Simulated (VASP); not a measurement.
A run of VASP 6.6.1 is set up as follows.

INCAR

```
PREC = Accurate ; ENCUT = 500
EDIFF = 1E-6 ; ISMEAR = 0
SIGMA = 0.02 ; LREAL = F
LASPH = T ; NELM = 120
ALGO = Normal ; ISIF = 2
LWAVE = F ; LCHARG = F
GGA = CA ; NBANDS = 11
GGA_COMPAT = F
```

The input KPOINTS:

```
regular mesh
0
Gamma
  18 18 18
```

POSCAR

```
Si
1.0
    0.0000000000      2.7009711426      2.7009711426
    2.7009711426      0.0000000000      2.7009711426
    2.7009711426      2.7009711426      0.0000000000
Si
2
Direct
    0.7500000000      0.7500000000      0.7500000000
    0.5000000000      0.5000000000      0.5000000000
```

Potentials or basis: VASP PAW LDA potentials, release 64 (Si).

Launch:

```sh
$ cat potpaw_LDA.64/Si/POTCAR > POTCAR
$ mpirun -np 1 vasp_std > vasp.out
```

(1) Predict the band gap on the k mesh.

(2) What does it give for the pressure?

Results:

(1) 0.45 eV (least direct gap 2.53 eV).

(2) 0.0 GPa.
